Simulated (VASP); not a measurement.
Write the native input for VASP 6.6.1 that does the following.

```
Task                   : single point
Functional             : PBE
Potentials or basis    : VASP PAW PBE potentials, release 64 (Sc_sv, Si)
Cutoff                 : 520 eV
k mesh                 : 4 × 4 × 4
Occupations            : gaussian, width 0.1 eV
Spin                   : no spin polarisation
Dipole correction      : no
Further INCAR settings : ALGO = Normal; EDIFF = 1e-06; NBANDS = 43
```

The structure of ScSi5 lies in POSCAR:

```
ScSi5
1.0
    7.0145990148      0.0000000000      0.0000000000
    0.0000000000      7.0145990148      0.0000000000
    0.0000000000      0.0000000000      4.3577897481
Sc Si
2 10
Direct
    0.5000000000      0.0000000000      0.1184849208
    0.0000000000      0.5000000000      0.8815150792
    0.0003222508      0.7509236870      0.3796108488
    0.9996777492      0.2490763130      0.3796108488
    0.7490763130      0.5003222508      0.3796108488
    0.2509236870      0.4996777492      0.3796108488
    0.4996777492      0.2509236870      0.6203891512
    0.5003222508      0.7490763130      0.6203891512
    0.7509236870      0.0003222508      0.6203891512
    0.2490763130      0.9996777492      0.6203891512
    0.0000000000      0.0000000000      0.0000000000
    0.5000000000      0.5000000000      0.0000000000
```

The cell was built from a structure type or drawn by symmetry, and may not be a known phase.

One way to write it, as run:

INCAR

```
SYSTEM = ScSi5
  PREC = Accurate
  ENCUT = 520
  EDIFF = 1E-6
  ISMEAR = 0
  SIGMA = 0.1
  LREAL = .FALSE.
  LASPH = .TRUE.
  NELM = 100
  ALGO = Normal
  ISIF = 2
  LWAVE = .FALSE.
  LCHARG = .FALSE.
  GGA = PE
  NBANDS = 43
```

KPOINTS

```
Automatic mesh
0
G
  4 4 4
  0 0 0
```

Potentials or basis: VASP PAW PBE potentials, release 64 (Sc_sv, Si).

Run with:

```sh
$ cat potpaw_PBE.64/Sc_sv/POTCAR potpaw_PBE.64/Si/POTCAR > POTCAR
$ mpirun -np 1 vasp_std > vasp.out
```

It gave:

```yaml
Pressure: 0.1 GPa
Largest_force: 0.005 eV/Å
Band_gap_on_the_k_mesh: zero (bands 31 and 32 overlap by 0.72 eV)
```

Caveat: the k points lie up to 0.36 Å⁻¹ apart, too coarse for converged energies and pressures of a metal.

Wall time 7.7 min on 1 thread of Oxide Virtual Turin-like Processor (shared host), peak memory 0.32 GiB.
